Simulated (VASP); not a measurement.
# Ge (I4_1/amd) in VASP: notebook

Runs on Ge. Level: PBEsol. Tasks: relaxation of cell and atoms.

Everything below comes from runs of VASP 6.6.1. Logs are shortened: lines on timing, memory, paths and dates and some standing lists are left out, and cuts for length are marked.

## (1) The cell of the first run

The structure is tetragonal, space group I4_1/amd (No. 141). Conventional cell: a = 5.149 Å, b = 5.149 Å, c = 2.795 Å, α = 90.00°, β = 90.00°, γ = 90.00°. Ge (site symmetry -4m2) has 10 Ge at 2.67 to 3.32 Å within 3.5 Å.

## (2) Relaxation of cell and atoms, PBEsol, target pressure 2 GPa, at which the enthalpy is minimised

Contents of INCAR:

```
SYSTEM = Ge
ALGO     = Normal         ! electronic algorithm
EDIFF    = 1E-6           ! SCF threshold, eV
EDIFFG   = -0.01          ! ionic threshold
ENCUT    = 600            ! plane-wave cutoff, eV
GGA      = PS             ! functional
IBRION   = 2              ! ionic algorithm
ISIF     = 3              ! what is computed and relaxed
ISMEAR   = 1              ! smearing method
LASPH    = .TRUE.         ! aspherical terms in the spheres
LCHARG   = .FALSE.        ! write CHGCAR
LREAL    = .FALSE.        ! projectors in reciprocal space
LWAVE    = .FALSE.        ! write WAVECAR
NELM     = 100            ! most SCF steps
NSW      = 80             ! ionic steps
PREC     = Accurate       ! precision mode
PSTRESS  = 20.0         
SIGMA    = 0.1            ! smearing width, eV
```

Contents of KPOINTS:

```
k-points
0
G
  12 12 12
  0 0 0
```

Contents of POSCAR:

```
Ge
1.0
   -2.5744897200      2.5744897200      1.3974126400
    2.5744897200     -2.5744897200      1.3974126400
    2.5744897200      2.5744897200     -1.3974126400
Ge
2
Direct
    0.2500000000      0.7500000000      0.5000000000
    0.5000000000      0.5000000000      0.0000000000
```

Potentials or basis: VASP PAW PBE potentials, release 64 (Ge_d).

Started as:

```console
$ cat potpaw_PBE.64/Ge_d/POTCAR > POTCAR
$ mpirun -np 1 vasp_std > vasp.out
```

OUTCAR:

```text
SYSTEM = Ge
   EDIFF = 1E-6
   EDIFFG = -0.01
   ENCUT = 600
   GGA = PS
   IBRION = 2
   ISIF = 3
   ISMEAR = 1
   LASPH = .TRUE.
   LREAL = .FALSE.
   NELM = 100
   NSW = 80
   PREC = Accurate
   PSTRESS = 20.0

 ion  position               nearest neighbor table
   1  0.250  0.750  0.500-   2 2.67   2 2.67   2 2.67   2 2.67
   2  0.500  0.500  0.000-   1 2.67   1 2.67   1 2.67   1 2.67

  LATTYP: Found a body centered tetragonal cell.
 ALAT       =     5.1489794400
 C/A-ratio  =     0.5427920839

  Lattice vectors:

 A1 = (  -2.5744897200,   2.5744897200,   1.3974126400)
 A2 = (   2.5744897200,  -2.5744897200,   1.3974126400)
 A3 = (   2.5744897200,   2.5744897200,  -1.3974126400)

Analysis of symmetry for initial positions (statically):
=====================================================================
 Subroutine PRICEL returns:
 Original cell was already a primitive cell.

 Routine SETGRP: Setting up the symmetry group for a
 body centered tetragonal supercell.

 Subroutine GETGRP returns: Found 16 space group operations
 (whereof  8 operations were pure point group operations)
 out of a pool of 16 trial point group operations.

The static configuration has the point symmetry D_2d.
 The point group associated with its full space group is D_4h.

Analysis of symmetry for dynamics (positions and initial velocities):
=====================================================================
 Subroutine PRICEL returns:
 Original cell was already a primitive cell.

 Routine SETGRP: Setting up the symmetry group for a
 body centered tetragonal supercell.

 Subroutine GETGRP returns: Found 16 space group operations
 (whereof  8 operations were pure point group operations)
 out of a pool of 16 trial point group operations.

The dynamic configuration has the point symmetry D_2d.
 The point group associated with its full space group is D_4h.

 Subroutine INISYM returns: Found 16 space group operations
 (whereof  8 operations are pure point group operations),
 and found     1 'primitive' translations

----------------------------------------------------------------------------------------

                                     Primitive cell

  volume of cell :      37.0482

  direct lattice vectors                    reciprocal lattice vectors
    -2.574489720  2.574489720  1.397412640     0.000000000  0.194213244  0.357804120
     2.574489720 -2.574489720  1.397412640     0.194213244  0.000000000  0.357804120
     2.574489720  2.574489720 -1.397412640     0.194213244  0.194213244  0.000000000

  length of vectors
     3.899840602  3.899840602  3.899840602     0.407114938  0.407114938  0.274659004

  position of ions in fractional coordinates (direct lattice)
     0.250000000  0.750000000  0.500000000
     0.500000000  0.500000000  0.000000000

  ion indices of the primitive-cell ions
   primitive index   ion index
                 1           1
                 2           2

----------------------------------------------------------------------------------------

 KPOINTS: k-points

Automatic generation of k-mesh.
 Grid dimensions read from file:
 generate k-points for:   12   12   12

 Generating k-lattice:

  Cartesian coordinates                     Fractional coordinates (reciprocal lattice)
     0.000000000  0.016184437  0.029817010     0.083333333  0.000000000  0.000000000
     0.016184437  0.000000000  0.029817010     0.000000000  0.083333333  0.000000000
     0.016184437  0.016184437  0.000000000     0.000000000  0.000000000  0.083333333

  Length of vectors
     0.033926245  0.033926245  0.022888250

  Shift w.r.t. Gamma in fractional coordinates (k-lattice)
     0.000000000  0.000000000  0.000000000

 Subroutine IBZKPT returns following result:
 ===========================================

 Found    163 irreducible k-points:

 Following reciprocal coordinates:
            Coordinates               Weight
  0.000000  0.000000  0.000000      1.000000
  0.083333  0.000000  0.000000      8.000000
  0.166667  0.000000 -0.000000      8.000000
  0.250000  0.000000 -0.000000      8.000000
  0.333333 -0.000000  0.000000      8.000000
  0.416667  0.000000  0.000000      8.000000
[... 16 lines left out ...]
  0.500000  0.166667 -0.000000     16.000000
 -0.416667  0.166667  0.000000     16.000000
 [... further k-points ...]
   k-points           NKPTS =    163   k-points in BZ     NKDIM =    163   number of bands    NBANDS=     18
   number of dos      NEDOS =    301   number of ions     NIONS =      2
   total plane-waves  NPLWV =  32768
   dimension x,y,z NGX =    32 NGY =   32 NGZ =   32
   dimension x,y,z NGXF=    64 NGYF=   64 NGZF=   64
   ions per type =               2
   NGX,Y,Z   is equivalent  to a cutoff of  13.64, 13.64, 13.64 a.u.
   NGXF,Y,Z  is equivalent  to a cutoff of  27.28, 27.28, 27.28 a.u.
 SYSTEM =  Ge
   PREC   = accura    normal or accurate (medium, high low for compatibility)
   ISTART =      0    job   : 0-new  1-cont  2-samecut
   ICHARG =      2    charge: 1-file 2-atom 10-const
   ISPIN  =      1    spin polarized calculation?
   LNONCOLLINEAR =      F non collinear calculations
   LSORBIT =      F    spin-orbit coupling
   LASPH  =      T    aspherical Exc in radial PAW
   ENCUT  =  600.0 eV  44.10 Ry    6.64 a.u.   7.79  7.79  7.79*2*pi/ulx,y,z
   NELM   =    100;   NELMIN=  2; NELMDL= -5     # of ELM steps
   EDIFF  = 0.1E-05   stopping-criterion for ELM
   LREAL  =      F    real-space projection
   EDIFFG = -.1E-01   stopping-criterion for IOM
   NSW    =     80    number of steps for IOM
   IBRION =      2    ionic relax: 0-MD 1-quasi-New 2-CG
   NFREE  =      1    steps in history (QN), initial steepest desc. (CG)
   ISIF   =      3    stress and relaxation
   ISYM   =      2    0-nonsym 1-usesym 2-fastsym
   POTIM  = 0.5000    time-step for ionic-motion
   TEBEG  =    0.0;   TEEND  =   0.0 temperature during run
   PSTRESS=   20.0 pullay stress
   NELECT =      28.0000    total number of electrons
   NUPDOWN=      -1.0000    fix difference up-down
   EMIN   =  10.00;   EMAX   =-10.00  energy-range for DOS
   EFERMI =   0.00;   METHOD = LEGACY
   ISMEAR =     1;   SIGMA  =   0.10  broadening in eV -4-tet -1-fermi 0-gaus
   EFERMI_NEDOS =   21; number of points for ismear=-14 and -15
   IALGO  =     38    algorithm
   IMIX   =      4    mixing-type and parameters
     AMIX     =   0.40;   BMIX     =  1.00
     AMIX_MAG =   1.60;   BMIX_MAG =  1.00
  volume/ion in A,a.u.               =      18.52       125.01
  Fermi-wavevector in a.u.,A,eV,Ry     =   1.491209  2.817976 30.255333  2.223704
  Thomas-Fermi vector in A             =   2.603893
   LORBIT       =      0    0 simple, 1 ext, 2 COOP (PROOUT), +10 PAW based schemes
   GGA     = PS    functional components
   LHFCALC =     F    Hartree Fock is set to
   AEXX    =    0.0000 exact exchange contribution
   IVDW    =     0    specifies the selected vdW correction
   LEPSILON=     F    determine dielectric tensor
   LRPA    =     F    only Hartree local field effects (RPA)
 conjugate gradient relaxation of ions
 non-spin polarized calculation
 Methfessel and Paxton  Order N= 1 SIGMA  =   0.10
  energy-cutoff  :      600.00
  volume of cell :       37.05
 maximum number of plane-waves:      1258
   NGX = 15   NGY = 15   NGZ = 15

--------------------------------------- Ionic step        1  -------------------------------------------

 number of electron      28.0000000 magnetization

 Free energy of the ion-electron system (eV)
  ---------------------------------------------------
  ext. energy  EPLUGINS =         0.00000000
  ---------------------------------------------------
  free energy    TOTEN  =        -9.53840686 eV

  energy without entropy =       -9.53785106  energy(sigma->0) =       -9.53822159

------------------------ aborting loop because EDIFF is reached ----------------------------------------

  FORCE on cell =-STRESS in cart. coord.  units (eV):
  Direction    XX          YY          ZZ          XY          YZ          ZX
  --------------------------------------------------------------------------------------
  -------------------------------------------------------------------------------------
  Total       -0.2750128     -0.2750128     -0.0542075      0.0000000      0.0000000      0.0000000
  in kB      -11.8931375    -11.8931375     -2.3442448      0.0000000      0.0000000      0.0000000
  external PRESSURE =     -28.7101733 kB  Pullay stress =      20.0000000 kB
[... 175 lines left out ...]
  enthalpy is  TOTEN    =        -9.0872230228 eV   P V=        0.4478803029

--------------------------------------- Ionic step        6  -------------------------------------------

 number of electron      27.9999989 magnetization

 Free energy of the ion-electron system (eV)
  ---------------------------------------------------
  ext. energy  EPLUGINS =         0.00000000
  ---------------------------------------------------
  free energy    TOTEN  =        -9.53515005 eV

  energy without entropy =       -9.53512177  energy(sigma->0) =       -9.53514062

 E-fermi :   7.0306     XC(G=0): -11.6326

 val. band max:        7.0118451730   @ k =   0.3333   0.1667   0.0000
 cond. band min:       7.0367631397   @ k =  -0.0833  -0.2500   0.0833
 fundamental gap:      0.0249179666
 Fermi energy:         7.0305575421

 k-point     1 :       0.0000    0.0000    0.0000
  band No.  band energies     occupation
      1     -17.6891      2.00000
      2     -17.6343      2.00000
      3     -17.6071      2.00000
      4     -17.5998      2.00000
      5     -17.4880      2.00000
      6     -17.4880      2.00000
[... 10 lines left out ...]
     17      14.8965      0.00000
     18      15.2932      0.00000
[... 466 lines left out ...]
      2     -17.5865      2.00000
      3     -17.5746      2.00000
      4     -17.5537      2.00000
      5     -17.5241      2.00000
      6     -17.5047      2.00000
[... 10 lines left out ...]
     17      10.7242      0.00000
     18      13.6030      0.00000

 [... further k-points ...]

------------------------ aborting loop because EDIFF is reached ----------------------------------------

  FORCE on cell =-STRESS in cart. coord.  units (eV):
  Direction    XX          YY          ZZ          XY          YZ          ZX
  --------------------------------------------------------------------------------------
  -------------------------------------------------------------------------------------
  Total        0.4334428      0.4334428      0.4328797      0.0000000      0.0000000      0.0000000
  in kB       19.3543840     19.3543840     19.3292384      0.0000000      0.0000000      0.0000000
  external PRESSURE =      -0.6539979 kB  Pullay stress =      20.0000000 kB
[... 17 lines left out ...]
  FREE ENERGIE OF THE ION-ELECTRON SYSTEM (eV)
  ---------------------------------------------------
  free  energy   TOTEN  =        -9.5351500505 eV

  energy  without entropy=       -9.5351217709  energy(sigma->0) =       -9.53514062

  enthalpy is  TOTEN    =        -9.0872485944 eV   P V=        0.4479014561

 reached required accuracy - stopping structural energy minimisation
```

It took 4.7 min on 1 thread of Intel Xeon 8259CL, shared host; peak memory 0.26 GiB.

What came out:

```
Free energy                                                : -9.5352 eV
Relaxed volume                                             : 17.94 Å³/atom
Relaxed cell                                               : a = 3.853 Å, b = 3.853 Å, c = 3.853 Å, α = 97.47°, β = 97.47°, γ = 137.72°
Space group after relaxing (to 0.1 Å)                      : I4_1/amd (No. 141)
Energy change on relaxing (the run minimises the enthalpy) : +1.6 meV/atom
Ionic steps                                                : 6
Pressure after relaxing                                    : 1.9 GPa
Band gap on the k mesh                                     : zero (bands 14 and 15 overlap by 5.37 eV)
```

The path:
```tsv
step	energy change (eV)	largest force (eV/Å)	pressure (GPa)	volume (Å³)
1	0.0000	0.0000	-0.87	37.05
2	0.0129	0.0000	3.11	35.30
3	0.0040	0.0000	2.15	35.83
4	0.0035	0.0000	1.83	35.88
5	0.0033	0.0000	1.94	35.88
6	0.0033	0.0000	1.93	35.88
```

Final structure:
```
Ge
1.0
    -2.54092    2.54092    1.38938
     2.54092   -2.54092    1.38938
     2.54092    2.54092   -1.38938
Ge
2
Cartesian
  2.5409 0.0000 0.6947
  0.0000 0.0000 1.3894
```

Caveat: the cell is relaxed towards a set pressure, so the run minimises the enthalpy, not the energy; the PAW data sets were made with another functional, which shifts forces and pressure a little.

## (3) Relaxation of cell and atoms, PBEsol, target pressure 4 GPa, at which the enthalpy is minimised

Contents of INCAR:

```
PREC = Accurate
ENCUT = 600
EDIFF = 1E-7
ISMEAR = 1
SIGMA = 0.1
LREAL = F
LASPH = T
NELM = 80
ALGO = Normal
ISIF = 3
LWAVE = F
LCHARG = F
GGA = PS
IBRION = 2
NSW = 80
EDIFFG = -0.01
PSTRESS = 40.0
```

Contents of KPOINTS:

```
regular mesh
0
Gamma
  12 12 12
```

POSCAR is that of step 2.

Potentials or basis: VASP PAW PBE potentials, release 64 (Ge_d).

Started as:

```console
$ cat potpaw_PBE.64/Ge_d/POTCAR > POTCAR
$ mpirun -np 1 vasp_std > vasp.out
```

It took 4.3 min on 1 thread of Intel Xeon 8259CL, shared host; peak memory 0.26 GiB.

Results (log left out):

```yaml
Free_energy: -9.5207 eV
Relaxed_volume: 17.54 Å³/atom
Relaxed_cell: a = 3.826 Å, b = 3.826 Å, c = 3.826 Å, α = 97.44°, β = 97.44°, γ = 137.81°
Space_group_after_relaxing_to_0.1_Å: I4_1/amd (No. 141)
Energy_change_on_relaxing_the_run_minimises_the_enthalpy: +8.9 meV/atom
Ionic_steps: 5
Pressure_after_relaxing: 4.0 GPa
Band_gap_on_the_k_mesh: zero (bands 14 and 15 overlap by 5.51 eV)
```

Stress tensor (GPa, compression positive):
```
3.95 0.00 0.00
0.00 3.95 0.00
0.00 0.00 4.04
```

Step by step:
```
step  energy change (eV)  largest force (eV/Å)  pressure (GPa)  volume (Å³)
   1              0.0000                0.0000           -0.84        37.05
   2              0.0500                0.0000            6.82        34.13
   3              0.0179                0.0000            3.97        35.08
   4              0.0189                0.0000            4.09        35.04
   5              0.0177                0.0000            3.98        35.09
```

Final structure:
```xyz
2
Lattice="-2.5240 2.5240 1.3770 2.5240 -2.5240 1.3770 2.5240 2.5240 -1.3770" Properties=species:S:1:pos:R:3 pbc="T T T"
Ge    2.5240    0.0000    0.6885
Ge    0.0000    0.0000    1.3770
```

Levels at points of the mesh, in eV from the Fermi level:
```csv
k point,band 10,band 11,band 12,band 13,band 14,band 15,band 16,band 17,band 18
"(0.00, 0.00, 0.00)",-24.38,-13.82,-3.84,-2.50,-2.50,3.13,7.99,7.99,8.48
"(0.50, 0.00, 0.00)",-24.43,-8.24,-6.68,-2.58,-2.15,-1.51,2.35,3.74,5.80
"(0.50, 0.50, 0.00)",-24.48,-10.93,-10.93,0.61,0.61,2.07,2.07,7.74,7.74
"(0.50, 0.50, 0.50)",-24.53,-9.05,-9.05,-6.31,-6.31,6.26,6.26,11.72,11.72
```

Caveat: the cell is relaxed towards a set pressure, so the run minimises the enthalpy, not the energy; the PAW data sets were made with another functional, which shifts forces and pressure a little.

## (4) Relaxation of cell and atoms, PBEsol, target pressure 6 GPa, at which the enthalpy is minimised

Contents of INCAR:

```
SYSTEM = Ge
PREC = Accurate
ENCUT = 600
EDIFF = 1E-6
ISMEAR = 1
SIGMA = 0.1
LREAL = .False.
LASPH = .True.
NELM = 100
ALGO = Normal
ISIF = 3
LWAVE = .False.
LCHARG = .False.
GGA = PS
IBRION = 2
NSW = 80
EDIFFG = -0.01
PSTRESS = 60.0
```

Contents of KPOINTS:

```
Automatic mesh
0
Gamma
  12 12 12
  0 0 0
```

POSCAR is that of step 3.

Started as:

```console
$ cat potpaw_PBE.64/Ge_d/POTCAR > POTCAR
$ mpirun -np 1 vasp_std > vasp.out
```

Wall time 5.4 min (1 thread of Intel Xeon 8259CL, shared host); peak memory 0.26 GiB.

It converged, with:

| Quantity | Value |
| --- | --- |
| Free energy | -9.4992 eV |
| Relaxed volume | 17.20 Å³/atom |
| Relaxed cell | a = 3.801 Å, b = 3.801 Å, c = 3.801 Å, α = 97.43°, β = 97.43°, γ = 137.84° |
| Space group after relaxing (to 0.1 Å) | I4_1/amd (No. 141) |
| Energy change on relaxing (the run minimises the enthalpy) | +19.6 meV/atom |
| Ionic steps | 8 |
| Pressure after relaxing | 6.1 GPa |
| Band gap on the k mesh | zero (bands 14 and 15 overlap by 5.65 eV) |

The path:
| step | energy change (eV) | largest force (eV/Å) | pressure (GPa) | volume (Å³) |
| --- | --- | --- | --- | --- |
| 1 | 0.0000 | 0.0000 | -0.87 | 37.05 |
| 2 | 0.1150 | 0.0000 | 10.76 | 32.95 |
| 3 | 0.0386 | 0.0000 | 6.16 | 34.41 |
| 4 | 0.0367 | 0.0000 | 5.71 | 34.47 |
| 5 | 0.0368 | 0.0000 | 5.84 | 34.46 |
| 6 | 0.0369 | 0.0000 | 5.86 | 34.46 |
| 7 | 0.0377 | 0.0000 | 5.91 | 34.44 |
| 8 | 0.0392 | 0.0000 | 6.06 | 34.40 |

Final structure:
```xyz
2
Lattice="-2.5078 2.5078 1.3673 2.5078 -2.5078 1.3673 2.5078 2.5078 -1.3673" Properties=species:S:1:pos:R:3 pbc="T T T"
Ge    2.5078    0.0000    0.6836
Ge    0.0000    0.0000    1.3673
```

Levels at points of the mesh, in eV from the Fermi level:
| k point | band 12 | band 13 | band 14 | band 15 | band 16 | band 17 |
| --- | --- | --- | --- | --- | --- | --- |
| (0.00, 0.00, 0.00) | -3.79 | -2.57 | -2.57 | 3.07 | 8.12 | 8.12 |
| (0.50, 0.00, 0.00) | -6.78 | -2.56 | -2.22 | -1.56 | 2.31 | 3.80 |
| (0.50, 0.50, 0.00) | -11.08 | 0.58 | 0.58 | 2.10 | 2.10 | 7.87 |
| (0.50, 0.50, 0.50) | -9.13 | -6.46 | -6.46 | 6.35 | 6.35 | 11.95 |

Caveat: the cell is relaxed towards a set pressure, so the run minimises the enthalpy, not the energy; the PAW data sets were made with another functional, which shifts forces and pressure a little.

## (5) The runs side by side

| cell | gap on the mesh (eV) | pressure (GPa) |
| --- | --- | --- |
| relaxed to 2 GPa | none | 1.9 |
| relaxed to 4 GPa | none | 4.0 |
| relaxed to 6 GPa | none | 6.1 |

Alike in all rows: task relaxation of cell and atoms; level PBEsol; potentials or basis VASP PAW PBE potentials, release 64 (Ge_d); no spin polarisation; k mesh 12 × 12 × 12; cutoff (eV) 600; smearing methfessel-paxton 0.1 eV.

Caveats: the cell is relaxed towards a set pressure, so the run minimises the enthalpy, not the energy; the PAW data sets were made with another functional, which shifts forces and pressure a little.

Absolute energies hang on the potentials; compare differences alone.

The gap in the log of VASP goes by the Fermi energy; the results here count the filled bands.